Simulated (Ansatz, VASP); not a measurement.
## One calculation of Se, two programs

```
Se
1.0
     0.00000    3.11187    3.11187
     3.11187    0.00000    3.11187
     3.11187    3.11187    0.00000
Se
2
Direct
  0.50000 0.50000 0.50000
  0.75000 0.75000 0.75000
```

Alike in both runs: functional PBEsol; k mesh 12 × 12 × 12; occupations gaussian, width 0.1 eV; no spin polarisation.

Ansatz relaxed the structure, and its values are those at the end. VASP's run is a single point on that final structure, the one shown.

```csv
,VASP,Ansatz
version,VASP 6.6.1,Ansatz 0.2.0
potentials or method,"VASP PAW PBE potentials, release 64 (Se), cutoff 520 eV","scalar-relativistic, plane waves, PAW"
valence electrons in the cell,12,32
```

```tsv
	VASP	Ansatz	Ansatz less VASP
gap on the k mesh at the Fermi level (eV)	none	none	-
pressure (GPa)	0.0	0.0	-0.06
```

VASP's potentials were made for PBE, not for PBEsol. A gap of «none» marks a metal or a gap that the smearing closes. VASP's potentials hold 12 valence electrons a cell and Ansatz's 32, so a difference there can come from the potentials and not from the codes.
